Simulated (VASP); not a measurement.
Runs of VASP 6.6.1 on Fe. The structure is that of space group P6_3/mmc (No. 194), or close to it. The cells are those of the table. 

```csv
task,spin,cell,k mesh,cutoff (eV),smearing,gap on the mesh (eV),pressure (GPa),moment (μB)
single point,"collinear, ferrimagnetic start","a = 2.512, b = 2.512, c = 8.098 Å, angles 90.0, 90.0, 120.0°, 4 atoms",17 × 17 × 5,520,fermi-dirac 0.05 eV,none,-21.3,1.39
single point,"collinear, ferromagnetic start","a = 2.419, b = 2.419, c = 7.798 Å, angles 90.0, 90.0, 120.0°, 4 atoms",14 × 14 × 4,520,fermi-dirac 0.05 eV,none,(a),0.95
single point,"collinear, ferrimagnetic start","a = 2.419, b = 2.419, c = 7.798 Å, angles 90.0, 90.0, 120.0°, 4 atoms",17 × 17 × 5,520,fermi-dirac 0.05 eV,none,(c),0.92
single point,"collinear, ferrimagnetic start","a = 2.482, b = 2.482, c = 8.001 Å, angles 90.0, 90.0, 120.0°, 4 atoms",17 × 17 × 5,520,fermi-dirac 0.05 eV,none,-17.4,(b)
single point,"collinear, ferrimagnetic start","a = 2.451, b = 2.451, c = 7.901 Å, angles 90.0, 90.0, 120.0°, 4 atoms",17 × 17 × 5,520,fermi-dirac 0.05 eV,none,-10.8,1.15
single point,off,"a = 2.513, b = 2.513, c = 8.088 Å, angles 90.0, 90.0, 120.0°, 4 atoms",20 × 20 × 6,520,fermi-dirac 0.1 eV,none,-27.9,-
relaxation of cell and atoms,off,"relaxed from a = 2.554, b = 2.554, c = 8.341 Å, angles 90.0, 90.0, 120.0°, 4 atoms",14 × 14 × 4,600,fermi-dirac 0.1 eV,-,0.1,-
```

Alike in all rows: level PBEsol; potentials or basis VASP PAW PBE potentials, release 64 (Fe).

Estimate the missing entries.

(a) -0.4; (b) 1.38; (c) -0.5.

Caveats: the PAW data sets were made with another functional, which shifts forces and pressure a little; the bands computed are all filled at some k points, so no gap is given (some runs).

A gap of «none» marks levels without a gap at the run's occupations.
